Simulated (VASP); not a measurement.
# ZrH (I-4m2) in VASP: a series of runs

ZrH is run at these levels: PBEsol; tasks: single point.

Program: VASP 6.6.1. These are calculated values, not measurements. Logs are shortened: lines on timing, memory, paths and dates and some standing lists are left out, and cuts for length are marked.

### 1 The cell of the first run

Symmetry: I-4m2, No. 119, tetragonal system. The conventional cell has a = 3.288 Å, b = 3.288 Å, c = 5.009 Å, α = 90.00°, β = 90.00°, γ = 90.00°. Within 2.7 Å of Zr (site symmetry -4m2) lie 4 H at 2.07 Å. Within 2.7 Å of H (site symmetry -4m2) lie 4 Zr at 2.07 Å.

### 2 Single point, PBEsol

The input, INCAR:

```
SYSTEM = ZrH
PREC = Accurate
ENCUT = 520
EDIFF = 1E-6
ISMEAR = 0
SIGMA = 0.1
LREAL = .FALSE.
LASPH = .TRUE.
NELM = 80
ALGO = Normal
ISIF = 2
LWAVE = .FALSE.
LCHARG = .FALSE.
GGA = PS
NBANDS = 14
```

The input, KPOINTS:

```
regular mesh
0
G
  8 8 8
  0 0 0
```

The input, POSCAR:

```
ZrH
1.0
   -1.6439080000      1.6439080000      2.5043990000
    1.6439080000     -1.6439080000      2.5043990000
    1.6439080000      1.6439080000     -2.5043990000
Zr H
1 1
Direct
    0.0000000000      0.0000000000      0.0000000000
    0.7500000000      0.2500000000      0.5000000000
```

Potentials or basis: VASP PAW PBE potentials, release 64 (Zr_sv, H).

Command:

```bash
cat potpaw_PBE.64/Zr_sv/POTCAR potpaw_PBE.64/H/POTCAR > POTCAR
mpirun -np 1 vasp_std > vasp.out
```

OUTCAR:

```text
SYSTEM = ZrH
   PREC = Accurate
   ENCUT = 520
   EDIFF = 1E-6
   ISMEAR = 0
   LREAL = .FALSE.
   LASPH = .TRUE.
   NELM = 80
   ISIF = 2
   GGA = PS

 ion  position               nearest neighbor table
   1  0.000  0.000  0.000-   2 2.07   2 2.07   2 2.07   2 2.07
   2  0.750  0.250  0.500-   1 2.07   1 2.07   1 2.07   1 2.07

  LATTYP: Found a body centered tetragonal cell.
 ALAT       =     3.2878160000
 C/A-ratio  =     1.5234423094

  Lattice vectors:

 A1 = (  -1.6439080000,   1.6439080000,   2.5043990000)
 A2 = (   1.6439080000,  -1.6439080000,   2.5043990000)
 A3 = (   1.6439080000,   1.6439080000,  -2.5043990000)

Analysis of symmetry for initial positions (statically):
=====================================================================
 Subroutine PRICEL returns:
 Original cell was already a primitive cell.

 Routine SETGRP: Setting up the symmetry group for a
 body centered tetragonal supercell.

 Subroutine GETGRP returns: Found  8 space group operations
 (whereof  8 operations were pure point group operations)
 out of a pool of 16 trial point group operations.

The static configuration has the point symmetry D_2d.

Analysis of symmetry for dynamics (positions and initial velocities):
=====================================================================
 Subroutine PRICEL returns:
 Original cell was already a primitive cell.

 Routine SETGRP: Setting up the symmetry group for a
 body centered tetragonal supercell.

 Subroutine GETGRP returns: Found  8 space group operations
 (whereof  8 operations were pure point group operations)
 out of a pool of 16 trial point group operations.

The dynamic configuration has the point symmetry D_2d.

 Subroutine INISYM returns: Found  8 space group operations
 (whereof  8 operations are pure point group operations),
 and found     1 'primitive' translations

----------------------------------------------------------------------------------------

                                     Primitive cell

  volume of cell :      27.0719

  direct lattice vectors                    reciprocal lattice vectors
    -1.643908000  1.643908000  2.504399000     0.000000000  0.304153274  0.199648698
     1.643908000 -1.643908000  2.504399000     0.304153274  0.000000000  0.199648698
     1.643908000  1.643908000 -2.504399000     0.304153274  0.304153274  0.000000000

  length of vectors
     3.417145209  3.417145209  3.417145209     0.363825256  0.363825256  0.430137685

  position of ions in fractional coordinates (direct lattice)
     0.000000000  0.000000000  0.000000000
     0.750000000  0.250000000  0.500000000

[... 83 lines left out ...]
   ISYM   =      2    0-nonsym 1-usesym 2-fastsym
   POTIM  = 0.5000    time-step for ionic-motion
   TEBEG  =    0.0;   TEEND  =   0.0 temperature during run
   PSTRESS=    0.0 pullay stress
   NELECT =      13.0000    total number of electrons
   NUPDOWN=      -1.0000    fix difference up-down
   EMIN   =  10.00;   EMAX   =-10.00  energy-range for DOS
   EFERMI =   0.00;   METHOD = LEGACY
   ISMEAR =     0;   SIGMA  =   0.10  broadening in eV -4-tet -1-fermi 0-gaus
   EFERMI_NEDOS =   21; number of points for ismear=-14 and -15
   IALGO  =     38    algorithm
   IMIX   =      4    mixing-type and parameters
     AMIX     =   0.40;   BMIX     =  1.00
     AMIX_MAG =   1.60;   BMIX_MAG =  1.00
  volume/ion in A,a.u.               =      13.54        91.35
  Fermi-wavevector in a.u.,A,eV,Ry     =   1.281985  2.422601 22.360995  1.643487
  Thomas-Fermi vector in A             =   2.414323
   LORBIT       =      0    0 simple, 1 ext, 2 COOP (PROOUT), +10 PAW based schemes
   GGA     = PS    functional components
   LHFCALC =     F    Hartree Fock is set to
   AEXX    =    0.0000 exact exchange contribution
   IVDW    =     0    specifies the selected vdW correction
   LEPSILON=     F    determine dielectric tensor
   LRPA    =     F    only Hartree local field effects (RPA)
 non-spin polarized calculation
 Gauss-broadening in eV      SIGMA  =   0.10
  energy-cutoff  :      520.00
  volume of cell :       27.07
 maximum number of plane-waves:       741
 NGX is ok and might be reduce to    28
   NGX = 13   NGY = 13   NGZ = 13

 number of electron      12.9999999 magnetization

 Free energy of the ion-electron system (eV)
  ---------------------------------------------------
  ext. energy  EPLUGINS =         0.00000000
  ---------------------------------------------------
  free energy    TOTEN  =       -13.11464570 eV

  energy without entropy =      -13.10786825  energy(sigma->0) =      -13.11125697

 E-fermi :   7.5111     XC(G=0): -10.9893

 val. band max:        7.4681859449   @ k =   0.5000   0.2500  -0.0000
 cond. band min:       7.5123444354   @ k =   0.5000   0.2500   0.1250
 fundamental gap:      0.0441584904
 Fermi energy:         7.5110556904

 k-point     1 :       0.0000    0.0000    0.0000
  band No.  band energies     occupation
      1     -41.2259      2.00000
      2     -18.9674      2.00000
      3     -18.9353      2.00000
      4     -18.9353      2.00000
      5      -0.2480      2.00000
      6       7.7263      0.00234
      7       8.3562      0.00000
      8       8.3562      0.00000
      9       9.8580      0.00000
     10      10.8871      0.00000
     11      11.6488      0.00000
     12      19.9491      0.00000
     13      21.4891      0.00000
     14      21.4891      0.00000
[... 377 lines left out ...]
      1     -41.1271      2.00000
      2     -19.5229      2.00000
      3     -19.2012      2.00000
      4     -19.1042      2.00000
      5       2.0664      2.00000
      6       6.6007      2.00000
      7       7.2338      1.99991
      8       8.9238      0.00000
      9      11.4479      0.00000
     10      12.8418      0.00000
     11      14.5588      0.00000
     12      16.9233      0.00000
     13      19.2868      0.00000
     14      19.9448      0.00000

 [... further k-points ...]
[... 5 lines left out ...]
  --------------------------------------------------------------------------------------
  -------------------------------------------------------------------------------------
  Total       -0.7062614     -0.7062614     -0.8291039      0.0000000     -0.0000000     -0.0000000
  in kB      -41.7981961    -41.7981961    -49.0683023      0.0000000     -0.0000000     -0.0000000
  external PRESSURE =     -44.2215648 kB  Pullay stress =       0.0000000 kB

 VOLUME and BASIS-vectors are now :
 -----------------------------------------------------------------------------
  energy-cutoff  :      520.00
  volume of cell :       27.07
      direct lattice vectors                 reciprocal lattice vectors
    -1.643908000  1.643908000  2.504399000     0.000000000  0.304153274  0.199648698
     1.643908000 -1.643908000  2.504399000     0.304153274  0.000000000  0.199648698
     1.643908000  1.643908000 -2.504399000     0.304153274  0.304153274  0.000000000

 POSITION                                       TOTAL-FORCE (eV/Angst)
 -----------------------------------------------------------------------------------
      0.00000      0.00000      0.00000         0.000000      0.000000      0.000000
     -0.00000      1.64391      1.25220        -0.000000     -0.000000     -0.000000
 -----------------------------------------------------------------------------------
    total drift:                               -0.000000      0.000000      0.000000

  FREE ENERGIE OF THE ION-ELECTRON SYSTEM (eV)
  ---------------------------------------------------
  free  energy   TOTEN  =       -13.1146456987 eV

  energy  without entropy=      -13.1078682508  energy(sigma->0) =      -13.11125697
```

stdout:

```text
POSCAR found type information on POSCAR ZrH
 POSCAR found :  2 types and       2 ions
 scaLAPACK will be used
 -----------------------------------------------------------------------------
|                                                                             |
|                                                                             |
|     You enforced a specific xc type in the INCAR file but a different       |
|     I HOPE YOU KNOW WHAT YOU ARE DOING!                                     |
|                                                                             |
 -----------------------------------------------------------------------------

 LDA part: xc-table for (Slater+PW92), standard interpolation
 POSCAR, INCAR and KPOINTS ok, starting setup
 FFT: planning ... GRIDC
 FFT: planning ... GRID_SOFT
 FFT: planning ... GRID
 WAVECAR not read
 entering main loop
```

Wall time 20 s (1 thread of Intel Xeon Platinum 8259CL at 2.50GHz (Skylake/Cascade Lake), shared host); peak memory 0.17 GiB.

What came out:

```
Free energy : -13.1146 eV
Pressure    : -4.4 GPa
```

Stress tensor (GPa, compression positive):
```
-4.18  0.00  0.00
 0.00 -4.18  0.00
 0.00  0.00 -4.91
```

Caveat: the PAW data sets were made with another functional, which shifts forces and pressure a little.

### 3 Single point, PBEsol (strained)

The input, INCAR:

```
ALGO     = Normal         # electronic algorithm
EDIFF    = 1E-6           # SCF threshold, eV
ENCUT    = 520            # plane-wave cutoff, eV
GGA      = PS             # functional
ISIF     = 2              # what is computed and relaxed
ISMEAR   = 0              # smearing method
LASPH    = T              # aspherical terms in the spheres
LCHARG   = F              # write CHGCAR
LREAL    = F              # projectors in reciprocal space
LWAVE    = F              # write WAVECAR
NBANDS   = 14             # bands
NELM     = 80             # most SCF steps
PREC     = Accurate       # precision mode
SIGMA    = 0.1            # smearing width, eV
```

The input, KPOINTS:

```
k-points
0
Gamma
  18 18 18
```

The input, POSCAR:

```
ZrH
1.0
   -1.7320379079      1.7320379079      2.6010938454
    1.7320379079     -1.7320379079      2.6010938454
    1.7320379079      1.7320379079     -2.6010938454
Zr H
1 1
Direct
    0.0000000000      0.0000000000      0.0000000000
    0.7500000000      0.2500000000      0.5000000000
```

Potentials or basis: VASP PAW PBE potentials, release 64 (Zr_sv, H).

Command:

```bash
cat potpaw_PBE.64/Zr_sv/POTCAR potpaw_PBE.64/H/POTCAR > POTCAR
mpirun -np 1 vasp_std > vasp.out
```

Run time: 3.1 min. Hardware: 1 thread of Oxide Virtual Turin-like, shared host; peak memory 0.29 GiB.

Results (log left out):

```yaml
Free_energy: -12.8421 eV
Pressure: -15.5 GPa
```

Stress tensor (GPa, compression positive):
```
-15.19   0.00   0.00
  0.00 -15.19   0.00
  0.00   0.00 -16.13
```

Levels at points of the mesh, in eV from the Fermi level:
| k point | band 2 | band 3 | band 4 | band 5 | band 6 | band 7 | band 8 | band 9 | band 10 | band 11 |
| --- | --- | --- | --- | --- | --- | --- | --- | --- | --- | --- |
| (0.00, 0.00, 0.00) | -26.99 | -26.98 | -26.98 | -7.32 | 0.22 | 0.66 | 0.66 | 2.05 | 2.71 | 3.79 |
| (0.50, 0.00, 0.00) | -27.38 | -27.06 | -27.01 | -5.54 | -0.60 | 0.28 | 0.77 | 3.44 | 3.67 | 5.90 |
| (0.50, 0.50, 0.00) | -27.36 | -27.16 | -27.11 | -4.99 | -2.21 | 0.44 | 3.56 | 3.57 | 4.05 | 6.83 |
| (0.50, 0.50, 0.50) | -27.36 | -27.09 | -27.09 | -4.93 | -2.30 | -0.04 | 3.68 | 3.79 | 3.79 | 7.15 |

Caveat: the cell differs from its parent crystal (strained); the PAW data sets were made with another functional, which shifts forces and pressure a little.
